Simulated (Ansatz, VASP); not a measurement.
## One calculation of BN, two programs

INCAR

```
SYSTEM = BN
  ALGO = Normal
  EDIFF = 1E-6
  ENCUT = 520
  GGA = PE
  ISIF = 2
  ISMEAR = 0
  LASPH = .TRUE.
  LCHARG = .FALSE.
  LREAL = .FALSE.
  LWAVE = .FALSE.
  NBANDS = 26
  NELM = 60
  PREC = Accurate
  SIGMA = 0.05
```

File KPOINTS:

```
k-points
0
G
  6 6 10
  0 0 0
```

POSCAR

```
BN
1.0
    4.4890000000      0.0000000000      0.0000000000
    0.0000000000      4.4890000000      0.0000000000
    0.0000000000      0.0000000000      2.6257000000
B N
4 4
Direct
    0.1742811368      0.8257188632      0.5000000000
    0.3257188632      0.3257188632      0.0000000000
    0.6742811368      0.6742811368      0.0000000000
    0.8257188632      0.1742811368      0.5000000000
    0.8126115048      0.8126115048      0.5000000000
    0.3126115048      0.6873884952      0.0000000000
    0.6873884952      0.3126115048      0.0000000000
    0.1873884952      0.1873884952      0.5000000000
```

Input for Ansatz:

```yaml
crystal:
  lattice:
    - [4.489, 0.0, 0.0]
    - [0.0, 4.489, 0.0]
    - [0.0, 0.0, 2.6257]
  atoms:
    - { symbol: B, position: [0.1742811368, 0.8257188632, 0.5] }
    - { symbol: B, position: [0.3257188632, 0.3257188632, 0.0] }
    - { symbol: B, position: [0.6742811368, 0.6742811368, 0.0] }
    - { symbol: B, position: [0.8257188632, 0.1742811368, 0.5] }
    - { symbol: "N", position: [0.8126115048, 0.8126115048, 0.5] }
    - { symbol: "N", position: [0.3126115048, 0.6873884952, 0.0] }
    - { symbol: "N", position: [0.6873884952, 0.3126115048, 0.0] }
    - { symbol: "N", position: [0.1873884952, 0.1873884952, 0.5] }
basis:
  ecutwfc: 520.0
kpoints:
  mp_grid: { grid: [6, 6, 10] }
hamiltonian:
  xc: pbe
  pseudopotentials: { kind: paw, azcp: { folder: soft_1 } }
scf:
  occupations: { method: gaussian, width: 0.05 }
output:
  forces: true
  stress: true
  eigenvalues: true
```

Alike in both runs: task single point; functional PBE; k mesh 6 × 6 × 10; occupations gaussian, width 0.05 eV; no spin polarisation.

```csv
,VASP,Ansatz
version,VASP 6.6.1,Ansatz 0.2.0
potentials or method,"VASP PAW PBE potentials, release 64 (B, N), cutoff 520 eV","scalar-relativistic, plane waves, PAW"
valence electrons in the cell,32,32
```

|  | VASP | Ansatz | Ansatz less VASP |
| --- | --- | --- | --- |
| gap on the k mesh at the Fermi level (eV) | 4.82 | 4.83 | +0.010 |
| least direct gap on the mesh (eV) | 5.82 | 5.83 | +0.011 |
| pressure (GPa) | -18.8 | -19.0 | -0.16 |
| traceless stress, the component that is largest in VASP (GPa) | -8.63 | -8.65 | -0.020 |
| rms of the force components (eV/Å) | 0.013 | 0.014 | +0.0012 |

Atom by atom the forces differ by 0.002 eV/Å (rms over components). The functional is the same, so the differences come from potentials, cutoffs and numerics.
